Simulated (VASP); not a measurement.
# KNaHCl (P4/nmm) in VASP: further runs, part 2 of 2

VASP 6.6.1. Earlier steps stand in the parts before.

## (3) Single point, PBE

This run uses another cell than the first one, of 24.53 Å³/atom.

File INCAR:

```
SYSTEM = KNaHCl
ALGO = Normal ; EDIFF = 1E-7
ENCUT = 520 ; GGA = PE
ISIF = 2 ; ISMEAR = 0
LASPH = .TRUE. ; LCHARG = .FALSE.
LREAL = .FALSE. ; LWAVE = .FALSE.
NBANDS = 34 ; NELM = 100
PREC = Accurate ; SIGMA = 0.1
```

File KPOINTS:

```
k-points
0
G
  4 4 2
  0 0 0
```

File POSCAR:

```
KNaHCl
1.0
    4.4787224458      0.0000000000      0.0000000000
    0.0000000000      4.4787224458      0.0000000000
    0.0000000000      0.0000000000      9.7820682656
K Na H Cl
2 2 2 2
Direct
    0.0000000000      0.5000000000      0.3291286396
    0.5000000000      1.0000000000      0.6708713604
    0.0000000000      0.5000000000      0.9399045151
    0.5000000000      0.0000000000      0.0600954849
    0.0000000000      0.0000000000      0.0000000000
    0.5000000000      0.5000000000      0.0000000000
    0.0000000000      0.5000000000      0.6539373448
    0.5000000000      0.0000000000      0.3460626552
```

Potentials or basis: VASP PAW PBE potentials, release 64 (K_sv, Na_pv, H, Cl).

Run with:

```sh
$ cat potpaw_PBE.64/K_sv/POTCAR potpaw_PBE.64/Na_pv/POTCAR potpaw_PBE.64/H/POTCAR potpaw_PBE.64/Cl/POTCAR > POTCAR
$ mpirun -np 1 vasp_std > vasp.out
```

OUTCAR:

```text
SYSTEM = KNaHCl
   EDIFF = 1E-7
   ENCUT = 520
   GGA = PE
   ISIF = 2
   ISMEAR = 0
   LASPH = .TRUE.
   LREAL = .FALSE.
   NELM = 100
   PREC = Accurate

 ion  position               nearest neighbor table
   1  0.000  0.500  0.329-   8 3.17   8 3.17   8 3.17   8 3.17   7 3.18
   2  0.500  0.000  0.671-   7 3.17   7 3.17   7 3.17   7 3.17   8 3.18
   3  0.000  0.500  0.940-
   4  0.500  0.000  0.060-
   5  0.000  0.000  0.000-
   6  0.500  0.500  0.000-
   7  0.000  0.500  0.654-   2 3.17   2 3.17   2 3.17   2 3.17   1 3.18
   8  0.500  0.000  0.346-   1 3.17   1 3.17   1 3.17   1 3.17   2 3.18

  LATTYP: Found a simple tetragonal cell.
 ALAT       =     4.4787224458
 C/A-ratio  =     2.1841202227

  Lattice vectors:

 A1 = (   4.4787224458,   0.0000000000,   0.0000000000)
 A2 = (   0.0000000000,   4.4787224458,   0.0000000000)
 A3 = (   0.0000000000,   0.0000000000,   9.7820682656)

[... 176 lines left out ...]
 E-fermi :   0.7923     XC(G=0):  -7.2951

 val. band max:        0.2562651345   @ k =   0.0000   0.0000   0.5000
 cond. band min:       2.2934164817   @ k =   0.0000   0.0000   0.5000
 fundamental gap:      2.0371513472
 Fermi energy:         0.7922835775

 k-point     1 :       0.0000    0.0000    0.0000
  band No.  band energies     occupation
      1     -30.0439      2.00000
      2     -30.0396      2.00000
      3     -22.5958      2.00000
      4     -22.5924      2.00000
      5     -22.5336      2.00000
      6     -22.5336      2.00000
[... 433 lines left out ...]
     33       6.8178      0.00000
     34       6.8178      0.00000

------------------------ aborting loop because EDIFF is reached ----------------------------------------

  FORCE on cell =-STRESS in cart. coord.  units (eV):
  Direction    XX          YY          ZZ          XY          YZ          ZX
  --------------------------------------------------------------------------------------
  -------------------------------------------------------------------------------------
  Total        0.0006493      0.0006493      0.0066069      0.0000000      0.0000000      0.0000000
  in kB        0.0053021      0.0053021      0.0539470      0.0000000      0.0000000      0.0000000
  external PRESSURE =       0.0215171 kB  Pullay stress =       0.0000000 kB

 VOLUME and BASIS-vectors are now :
 -----------------------------------------------------------------------------
  energy-cutoff  :      520.00
  volume of cell :      196.22
      direct lattice vectors                 reciprocal lattice vectors
     4.478722446  0.000000000  0.000000000     0.223277958  0.000000000  0.000000000
     0.000000000  4.478722446  0.000000000     0.000000000  0.223277958  0.000000000
     0.000000000  0.000000000  9.782068266     0.000000000  0.000000000  0.102227870

 POSITION                                       TOTAL-FORCE (eV/Angst)
 -----------------------------------------------------------------------------------
      0.00000      2.23936      3.21956         0.000000     -0.000000     -0.003230
      2.23936      0.00000      6.56251         0.000000     -0.000000      0.003230
      0.00000      2.23936      9.19421        -0.000000     -0.000000     -0.000898
      2.23936      0.00000      0.58786         0.000000     -0.000000      0.000898
      0.00000      0.00000      0.00000         0.000000     -0.000000     -0.000000
      2.23936      2.23936      0.00000         0.000000      0.000000     -0.000000
      0.00000      2.23936      6.39686         0.000000     -0.000000      0.002691
      2.23936      0.00000      3.38521         0.000000      0.000000     -0.002691
 -----------------------------------------------------------------------------------
    total drift:                                0.000000      0.000000      0.000000

  FREE ENERGIE OF THE ION-ELECTRON SYSTEM (eV)
  ---------------------------------------------------
  free  energy   TOTEN  =       -23.3544278041 eV

  energy  without entropy=      -23.3544278041  energy(sigma->0) =      -23.35442780
```

OSZICAR:

```text
N       E                     dE             d eps       ncg     rms          rms(c)
DAV:   1     0.428013386409E+03    0.42801E+03   -0.21786E+04   816   0.131E+03
DAV:   2     0.243423634779E+02   -0.40367E+03   -0.37535E+03   898   0.368E+02
DAV:   3    -0.230422110444E+02   -0.47385E+02   -0.46955E+02  1246   0.122E+02
DAV:   4    -0.250773983446E+02   -0.20352E+01   -0.20297E+01  1088   0.244E+01
DAV:   5    -0.251952782688E+02   -0.11788E+00   -0.11784E+00  1448   0.453E+00    0.654E+00
DAV:   6    -0.236591900175E+02    0.15361E+01   -0.16283E+00  1022   0.473E+00    0.411E+00
DAV:   7    -0.233351736430E+02    0.32402E+00   -0.87175E-01  1054   0.329E+00    0.208E+00
DAV:   8    -0.233547985539E+02   -0.19625E-01   -0.12569E-01  1256   0.165E+00    0.356E-01
DAV:   9    -0.233556546795E+02   -0.85613E-03   -0.16326E-02  1128   0.509E-01    0.207E-01
DAV:  10    -0.233550925990E+02    0.56208E-03   -0.45632E-03  1108   0.328E-01    0.614E-02
DAV:  11    -0.233545883713E+02    0.50423E-03   -0.92246E-04  1288   0.136E-01    0.679E-02
DAV:  12    -0.233544161144E+02    0.17226E-03   -0.40018E-04  1060   0.940E-02    0.423E-02
DAV:  13    -0.233544184944E+02   -0.23800E-05   -0.10196E-04  1160   0.432E-02    0.166E-02
DAV:  14    -0.233544266681E+02   -0.81738E-05   -0.25236E-05   974   0.205E-02    0.570E-03
DAV:  15    -0.233544273357E+02   -0.66758E-06   -0.22107E-06  1232   0.741E-03    0.240E-03
DAV:  16    -0.233544276361E+02   -0.30039E-06   -0.35067E-07   884   0.240E-03    0.111E-03
DAV:  17    -0.233544278192E+02   -0.18308E-06   -0.97644E-08   734   0.153E-03    0.381E-04
DAV:  18    -0.233544278041E+02    0.15056E-07   -0.90214E-09   576   0.660E-04
   1 F= -.23354428E+02 E0= -.23354428E+02  d E =-.112017E-14
```

stdout:

```text
POSCAR found type information on POSCAR K NaH Cl
 POSCAR found :  4 types and       8 ions
 scaLAPACK will be used
 LDA part: xc-table for (Slater+PW92), standard interpolation
 POSCAR, INCAR and KPOINTS ok, starting setup
 FFT: planning ... GRIDC
 FFT: planning ... GRID_SOFT
 FFT: planning ... GRID
 WAVECAR not read
 entering main loop
```

Run time: 56 s. Hardware: 1 thread of AMD EPYC 9R45 (Zen 5), shared host; peak memory 0.32 GiB.

What came out:

```yaml
Free_energy: -23.3544 eV
Pressure: 0.0 GPa
Largest_force: 0.003 eV/Å
Band_gap_on_the_k_mesh: 2.04 eV
```

Forces on the atoms (eV/Å):
```
K    0.000  0.000 -0.003
K    0.000  0.000  0.003
Na   0.000  0.000 -0.001
Na   0.000  0.000  0.001
H    0.000  0.000  0.000
H    0.000  0.000  0.000
Cl   0.000  0.000  0.003
Cl   0.000  0.000 -0.003
```

Levels at points of the mesh, in eV from the valence-band top:
| k point | band 21 | band 22 | band 23 | band 24 | band 25 | band 26 | band 27 | band 28 |
| --- | --- | --- | --- | --- | --- | --- | --- | --- |
| (0.00, 0.00, 0.00) | -2.92 | -2.92 | -2.74 | 0.00 | 2.79 | 3.02 | 4.10 | 4.73 |
| (0.50, 0.00, 0.00) | -3.17 | -3.17 | -1.52 | -1.52 | 4.15 | 4.15 | 4.95 | 4.95 |
| (0.50, 0.50, 0.00) | -3.19 | -3.19 | -1.14 | -1.14 | 3.37 | 3.37 | 4.60 | 4.60 |
| (0.00, 0.00, 0.50) | -2.92 | -2.92 | -2.50 | 0.00 | 2.04 | 3.98 | 4.37 | 4.71 |
| (0.50, 0.00, 0.50) | -3.17 | -3.17 | -1.51 | -1.51 | 4.03 | 4.03 | 5.06 | 5.06 |
| (0.50, 0.50, 0.50) | -3.20 | -3.20 | -1.13 | -1.13 | 3.54 | 3.54 | 4.00 | 4.00 |

## (4) Relaxation of cell and atoms, PBE

This run uses another cell than the first one, of 21.29 Å³/atom.

File INCAR:

```
SYSTEM = KNaHCl
PREC = Accurate
ENCUT = 600
EDIFF = 1E-6
ISMEAR = 0
SIGMA = 0.15
LREAL = .FALSE.
LASPH = .TRUE.
NELM = 100
ALGO = Normal
ISIF = 3
LWAVE = .FALSE.
LCHARG = .FALSE.
GGA = PE
IBRION = 2
NSW = 36
EDIFFG = -0.08
```

File KPOINTS:

```
Automatic mesh
0
G
  3 3 2
  0 0 0
```

File POSCAR:

```
KNaHCl
1.0
    4.2907490800      0.0000000000      0.0000000000
    0.0000000000      4.2907490800      0.0000000000
    0.0000000000      0.0000000000      9.2532559400
K Na H Cl
2 2 2 2
Direct
    0.0000000000      0.5000000000      0.3412410000
    0.5000000000      0.0000000000      0.6587590000
    0.0000000000      0.5000000000      0.8459579900
    0.5000000000      0.0000000000      0.1540420100
    0.0000000000      0.0000000000      0.0000000000
    0.5000000000      0.5000000000      0.0000000000
    0.0000000000      0.5000000000      0.6634380200
    0.5000000000      0.0000000000      0.3365619800
```

Run with:

```sh
$ cat potpaw_PBE.64/K_sv/POTCAR potpaw_PBE.64/Na_pv/POTCAR potpaw_PBE.64/H/POTCAR potpaw_PBE.64/Cl/POTCAR > POTCAR
$ mpirun -np 1 vasp_std > vasp.out
```

Run time: 5.3 min. Hardware: 1 thread of AMD EPYC 9R45 (Zen 5), shared host; peak memory 0.31 GiB.

Results (log left out):

```
Free energy                           : -23.3448 eV
Relaxed volume                        : 24.27 Å³/atom
Relaxed cell                          : a = 4.484 Å, b = 4.484 Å, c = 9.656 Å, α = 90.00°, β = 90.00°, γ = 90.00°
Space group after relaxing (to 0.1 Å) : P4/nmm (No. 129)
Energy gained by relaxing             : 1437.8 meV/atom
Ionic steps                           : 17
Pressure after relaxing               : 0.1 GPa
Largest force after relaxing          : 0.056 eV/Å
Band gap on the k mesh                : 2.11 eV
```

Forces in eV/Å, atoms in the order of the input:
```
K    0.000  0.000  0.020
K    0.000  0.000 -0.020
Na   0.000  0.000  0.056
Na   0.000  0.000 -0.056
H    0.000  0.000  0.000
H    0.000  0.000  0.000
Cl   0.000  0.000  0.004
Cl   0.000  0.000 -0.004
```

Stress tensor (GPa, compression positive):
```
-0.02  0.00  0.00
 0.00 -0.02  0.00
 0.00  0.00  0.30
```

The path:
| step | energy change (eV) | largest force (eV/Å) | pressure (GPa) | volume (Å³) |
| --- | --- | --- | --- | --- |
| 1 | 0.0000 | 20.9677 | 22.22 | 170.36 |
| 2 | -9.3722 | 1.7983 | -0.17 | 246.39 |
| 3 | -9.5021 | 1.7395 | -0.19 | 243.50 |
| 4 | -9.6145 | 1.6865 | -0.20 | 240.87 |
| 5 | -10.6260 | 1.1399 | 0.26 | 204.91 |
| 6 | -10.7286 | 1.0847 | 1.54 | 187.46 |
| 7 | -10.7488 | 0.9933 | 0.70 | 196.02 |
| 8 | -10.7675 | 0.9005 | 0.90 | 193.11 |
| 9 | -10.7693 | 0.8451 | 1.03 | 191.75 |
| 10 | -10.9297 | 0.7380 | 0.49 | 195.57 |
| 11 | -11.2241 | 0.4955 | -0.75 | 207.20 |
| 12 | -11.1889 | 0.1808 | -2.13 | 231.21 |
| 13 | -11.2936 | 0.2988 | -1.53 | 218.12 |
| 14 | -11.4269 | 0.2158 | -0.96 | 207.62 |
| 15 | -11.4901 | 0.1273 | 0.17 | 192.97 |
| 16 | -11.4913 | 0.1347 | 0.04 | 194.53 |
| 17 | -11.5026 | 0.0560 | 0.09 | 194.14 |

Final structure:
```
K Na H Cl
1.0
     4.48384    0.00000    0.00000
     0.00000    4.48384    0.00000
     0.00000    0.00000    9.65636
K Na H Cl
2 2 2 2
Direct
  0.00000 0.50000 0.32493
  0.50000 0.00000 0.67507
  0.00000 0.50000 0.93658
  0.50000 0.00000 0.06342
  0.00000 0.00000 0.00000
  0.50000 0.50000 0.00000
  0.00000 0.50000 0.65207
  0.50000 0.00000 0.34793
```

Levels at points of the mesh, in eV from the valence-band top:
| k point | band 20 | band 21 | band 22 | band 23 | band 24 | band 25 | band 26 | band 27 | band 28 | band 29 |
| --- | --- | --- | --- | --- | --- | --- | --- | --- | --- | --- |
| (0.00, 0.00, 0.00) | -3.02 | -2.84 | -2.84 | -2.72 | 0.00 | 2.86 | 3.14 | 4.18 | 4.79 | 5.45 |
| (0.00, 0.00, 0.50) | -3.02 | -2.84 | -2.84 | -2.45 | 0.00 | 2.11 | 4.05 | 4.48 | 4.85 | 5.00 |

Caveat: the k points lie up to 0.47 Å⁻¹ apart in the final cell; the relaxation stopped at a loose force limit of 0.08 eV/Å, so its end isn't a converged minimum.

## (5) Overview

```tsv
task	cell	k mesh	cutoff (eV)	smearing	gap on the mesh (eV)	pressure (GPa)	largest force (eV/Å)
single point	a = 4.488, b = 4.488, c = 9.787 Å, 8 atoms, atomic positions A	3 × 3 × 2	520	gaussian 0.15 eV	1.99	-0.1	0.07
single point	a = 4.479, b = 4.479, c = 9.782 Å, 8 atoms, atomic positions B	4 × 4 × 2	520	gaussian 0.1 eV	2.04	0.0	-
relaxation of cell and atoms	relaxed from a = 4.291, b = 4.291, c = 9.253 Å, 8 atoms, atomic positions C	3 × 3 × 2	600	gaussian 0.15 eV	2.11	0.1	0.06
```

Alike in all rows: level PBE; potentials or basis VASP PAW PBE potentials, release 64 (K_sv, Na_pv, H, Cl); no spin polarisation.

Caveats: some runs use coarse meshes; the relaxation stopped at a loose force limit of 0.08 eV/Å, so its end isn't a converged minimum (at least some runs).

Total energies depend on the potentials used, so only differences within one code and one set of settings carry meaning.
